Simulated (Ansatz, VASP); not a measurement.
One calculation of Ge, two programs

INCAR

```
SYSTEM = Ge
  PREC = Accurate
  ENCUT = 520
  EDIFF = 1E-8
  ISMEAR = -1
  SIGMA = 0.03
  LREAL = .FALSE.
  LASPH = .TRUE.
  NELM = 100
  ALGO = Normal
  ISIF = 2
  LWAVE = .FALSE.
  LCHARG = .FALSE.
  GGA = PE
  LEFG = .TRUE.
  NBANDS = 13
```

Contents of KPOINTS:

```
regular mesh
0
G
  20 20 20
  0 0 0
```

Contents of POSCAR:

```
Ge
1.0
   -1.6624284660      1.6624284660      1.6624284660
    1.6624284660     -1.6624284660      1.6624284660
    1.6624284660      1.6624284660     -1.6624284660
Ge
1
Direct
    0.0000000000      0.0000000000      0.0000000000
```

Input for Ansatz:

```yaml
crystal:
  lattice:
    - [-1.662428466, 1.662428466, 1.662428466]
    - [1.662428466, -1.662428466, 1.662428466]
    - [1.662428466, 1.662428466, -1.662428466]
  atoms:
    - { symbol: Ge, position: [0.0, 0.0, 0.0] }
kpoints:
  mp_grid: { grid: [20, 20, 20] }
scf:
  occupations: { method: fermi_dirac, width: 0.03 }
hamiltonian:
  xc: pbe
  pseudopotentials: { kind: paw }
output:
  forces: true
  stress: true
  eigenvalues: true
  efg: { contact_densities: true }
```

Change from the starting cell: volume scaled by 0.96, PAW files.

Alike in both runs: task electric field gradients; functional PBE; k mesh 20 × 20 × 20; occupations fermi-dirac, width 0.03 eV; no spin polarisation.

```csv
,VASP,Ansatz
version,VASP 6.6.1,Ansatz 0.2.0
potentials or method,"VASP PAW PBE potentials, release 64 (Ge_d)","PAW with Ansatz's default frozen-core files, scalar-relativistic"
plane-wave cutoff (eV),520,420
valence electrons in the cell,14,14
```

|  | VASP | Ansatz | Ansatz less VASP |
| --- | --- | --- | --- |
| pressure (GPa) | 3.0 | 3.0 | -0.04 |
